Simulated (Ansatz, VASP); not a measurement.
# Mg in VASP and in Ansatz

```
CELL_PARAMETERS angstrom
3.46601 0.00000 0.00000
-1.73301 3.00166 0.00000
0.00000 0.00000 5.00192
ATOMIC_POSITIONS crystal
Mg 0.33333 0.66667 0.25000
Mg 0.66667 0.33333 0.75000
```

Change from the starting cell: strain +0.080 along x and y, -0.040 along z, atoms carried along.

Alike in both runs: task single point; functional PBEsol; k mesh 18 × 18 × 10; occupations gaussian, width 0.15 eV; no spin polarisation.

```csv
,VASP,Ansatz
version,VASP 6.6.1,Ansatz 0.2.0
potentials or method,"VASP PAW PBE potentials, release 64 (Mg), cutoff 520 eV","scalar-relativistic, plane waves, PAW"
valence electrons in the cell,4,20
```

|  | VASP | Ansatz | Ansatz less VASP |
| --- | --- | --- | --- |
| gap on the k mesh at the Fermi level (eV) | none | none | - |
| pressure (GPa) | -3.7 | -3.6 | +0.07 |
| traceless stress, the component that is largest in VASP (GPa) | 2.41 | 2.40 | -0.006 |

VASP's potentials were made for PBE, not for PBEsol. A gap of «none» marks a metal or a gap that the smearing closes. VASP's potentials hold 4 valence electrons a cell and Ansatz's 20, so a difference there can come from the potentials and not from the codes.
